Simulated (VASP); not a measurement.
Input of a VASP 6.6.1 run:

Contents of POSCAR:

```
Al
1.0
    0.0000000000      2.0103958323      2.0103958323
    2.0103958323      0.0000000000      2.0103958323
    2.0103958323      2.0103958323      0.0000000000
Al
1
Direct
    0.0000000000      0.0000000000      0.0000000000
```

The input INCAR.step1:

```
ALGO = Normal
EDIFF = 1E-4
ENCUT = 520
GGA = PE
ISMEAR = 1
LASPH = True
LCHARG = False
LREAL = False
LWAVE = True
NBANDS = 8
NELM = 80
PREC = Accurate
SIGMA = 0.025
```

Contents of INCAR.step2:

```
ALGO = Normal
EDIFF = 1E-8
ENCUT = 520
ISIF = 2
ISMEAR = 1
ISTART = 1
LASPH = True
LCHARG = False
LEFG = True
LMIXTAU = True
LREAL = False
LWAVE = False
METAGGA = R2SCAN
NBANDS = 8
NELM = 80
PREC = Accurate
SIGMA = 0.025
```

Contents of KPOINTS:

```
k-points
0
Gamma
  14 14 14
```

Potentials or basis: VASP PAW PBE potentials, release 64 (Al).

The run is started by

```sh
$ cat potpaw_PBE.64/Al/POTCAR > POTCAR
$ cp INCAR.step1 INCAR
$ mpirun -np 1 vasp_std > vasp.out
$ cp INCAR.step2 INCAR
$ mpirun -np 1 vasp_std > vasp.out
```

What does it give for the pressure?

-2.4 GPa.

Caveat: without QUAD_EFG the Cq values of the log hold for a quadrupole moment of 1 mb, not for the nuclei; the PAW data sets were made with another functional, which shifts forces and pressure a little.
